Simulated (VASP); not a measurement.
Runs of VASP 6.6.1 on SmHfW. The structure is that of space group P4/mmm (No. 123), or close to it. The cells are those of the table. The cell was generated, and may not be a known phase.

| task | cell | k mesh | gap on the mesh (eV) | pressure (GPa) | relaxed volume (Å³/atom) |
| --- | --- | --- | --- | --- | --- |
| single point | a = 4.216, b = 4.216, c = 4.901 Å, 3 atoms | 12 × 12 × 10 | none | 0.2 | - |
| relaxation of cell and atoms | relaxed from a = 3.794, b = 3.794, c = 4.002 Å, 3 atoms | 4 × 4 × 4 | none | 0.1 | (a) |
| single point | a = 4.217, b = 4.217, c = 4.866 Å, 3 atoms | 4 × 4 × 4 | none | 0.2 | - |
| single point | a = 3.794, b = 3.794, c = 4.002 Å, 3 atoms | 4 × 4 × 4 | none | 88.1 | - |
| relaxation of cell and atoms | relaxed from a = 4.217, b = 4.217, c = 4.866 Å, 3 atoms | 12 × 12 × 10 | none | 0.0 | 29.17 |

Alike in all rows: level PBE; potentials or basis VASP PAW PBE potentials, release 64 (Sm_3, Hf_pv, W_sv), 4f in core; no spin polarisation; cutoff (eV) 500; smearing gaussian 0.1 eV.

Fill in the values left out.

(a) 28.91.

Caveats: some runs use coarse meshes; spin-orbit coupling is left out, which moves the levels of the heavy elements; the 4f electrons are frozen in the core, so they carry no moment and show no levels; the volume moved by over 15 % at a fixed basis, so the end points are rough (at least some runs); atoms lie so close that the PAW spheres overlap strongly, which falsifies energies and pressures (at least some runs).

A k mesh can miss the band edges, and the runs leave out spin-orbit coupling on Hf, Sm, W.

A gap of «none» marks levels without a gap at the run's occupations.
